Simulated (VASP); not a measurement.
Write the native input for VASP 6.6.1 that does the following.

```yaml
Task: single point
Functional: r2SCAN
Dispersion: rVV10
Potentials_or_basis: VASP PAW PBE potentials, release 64 (Sn_d, Se)
Cutoff: 550 eV
k_mesh: 2 × 6 × 6
Occupations: fermi-dirac, width 0.02 eV
Spin: no spin polarisation
Dipole_correction: no
Further_INCAR_settings: ALGO = Normal; EDIFF = 1e-06; NBANDS = 50
```

Crystal: SnSe.

```
CELL_PARAMETERS angstrom
11.57950 0.00000 0.00000
0.00000 4.12715 0.00000
0.00000 0.00000 4.56669
ATOMIC_POSITIONS crystal
Sn 0.11879 0.25000 0.11294
Sn 0.38121 0.75000 0.61294
Sn 0.61879 0.25000 0.38706
Sn 0.88121 0.75000 0.88706
Se 0.35315 0.25000 0.01199
Se 0.14685 0.75000 0.51199
Se 0.85315 0.25000 0.48801
Se 0.64685 0.75000 0.98801
```

One way to write it, as run:

POSCAR

```
SnSe
1.0
   11.5794963732      0.0000000000      0.0000000000
    0.0000000000      4.1271461132      0.0000000000
    0.0000000000      0.0000000000      4.5666930321
Sn Se
4 4
Direct
    0.1187874300      0.2500000000      0.1129354511
    0.3812125700      0.7500000000      0.6129354511
    0.6187874300      0.2500000000      0.3870645489
    0.8812125700      0.7500000000      0.8870645489
    0.3531524710      0.2500000000      0.0119862630
    0.1468475290      0.7500000000      0.5119862630
    0.8531524710      0.2500000000      0.4880137370
    0.6468475290      0.7500000000      0.9880137370
```

INCAR.step1

```
PREC = Accurate
ENCUT = 550
ISMEAR = -1
SIGMA = 0.02
LREAL = False
LASPH = True
NELM = 120
NBANDS = 50
GGA = PE
ALGO = Normal
EDIFF = 1E-5
LWAVE = True
LCHARG = False
GGA_COMPAT = False
```

INCAR.step2

```
PREC = Accurate
ENCUT = 550
EDIFF = 1E-6
ISMEAR = -1
SIGMA = 0.02
LREAL = False
LASPH = True
NELM = 120
ALGO = Normal
ISIF = 2
LWAVE = False
LCHARG = True
METAGGA = R2SCAN
LMIXTAU = True
LUSE_VDW = True
IVDW_NL = 2
BPARAM = 11.95
CPARAM = 0.0093
LELF = True
LVHAR = True
NBANDS = 50
ISTART = 1
GGA_COMPAT = False
```

KPOINTS

```
Automatic mesh
0
Gamma
  2 6 6
```

Potentials or basis: VASP PAW PBE potentials, release 64 (Sn_d, Se).

Run with:

```sh
$ cat potpaw_PBE.64/Sn_d/POTCAR potpaw_PBE.64/Se/POTCAR > POTCAR
$ cp INCAR.step1 INCAR
$ mpirun -np 1 vasp_std > vasp.out
$ cp INCAR.step2 INCAR
$ mpirun -np 1 vasp_std > vasp.out
```

It gave:

- Pressure: 0.2 GPa
- Largest force: 0.025 eV/Å
- Band gap on the k mesh: 0.89 eV (least direct gap 1.18 eV)

Caveat: the PAW data sets were made with another functional, which shifts forces and pressure a little; spin-orbit coupling is left out, which moves the levels of the heavy elements.

Wall time 34 min on 1 thread of Oxide Virtual Turin-like Processor, with other jobs on the host, peak memory 0.87 GiB.
